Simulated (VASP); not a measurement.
Write the native input for VASP 6.6.1 that does the following.

```yaml
Task: single point
Functional: PBE
Potentials_or_basis: VASP PAW PBE potentials, release 64 (Ga_d, N)
Cutoff: 520 eV
k_mesh: 12 × 12 × 6
Occupations: gaussian, width 0.05 eV
Spin: no spin polarisation
Dipole_correction: no
Further_INCAR_settings: ALGO = Normal; EDIFF = 1e-06; NBANDS = 26
```

The structure of GaN lies in POSCAR:

```
GaN
1.0
    3.1799996605      0.0000000000      0.0000000000
   -1.5899998303      2.8641189096      0.0000000000
    0.0000000000      0.0000000000      5.1660000000
Ga N
2 2
Direct
    0.3333333333      0.6666666667      0.0000000000
    0.6666666667      0.3333333333      0.5000000000
    0.3333333333      0.6666666667      0.3750000000
    0.6666666667      0.3333333333      0.8750000000
```

This cell differs from its parent crystal: strain +0.0400 x Voigt [0, 1, 0, 0, 0, 0].

The input as run:

INCAR

```
PREC = Accurate ; ENCUT = 520
EDIFF = 1E-6 ; ISMEAR = 0
SIGMA = 0.05 ; LREAL = F
LASPH = T ; NELM = 100
ALGO = Normal ; ISIF = 2
LWAVE = F ; LCHARG = F
GGA = PE ; NBANDS = 26
```

KPOINTS

```
regular mesh
0
Gamma
  12 12 6
```

Potentials or basis: VASP PAW PBE potentials, release 64 (Ga_d, N).

Launch:

```sh
$ cat potpaw_PBE.64/Ga_d/POTCAR potpaw_PBE.64/N/POTCAR > POTCAR
$ mpirun -np 1 vasp_std > vasp.out
```

Results of the run:

```json
{"Pressure": "0.4 GPa", "Largest force": "0.411 eV/Å", "Band gap on the k mesh": "1.65 eV, direct"}
```

Caveat: the cell differs from its parent crystal (strain +0.0400 x Voigt [0, 1, 0, 0, 0, 0]).

Run time: 81 s on 1 thread of Intel(R) Xeon(R) Platinum 8375C CPU @ 2.90GHz (Ice Lake) (shared host), peak memory 0.29 GiB.
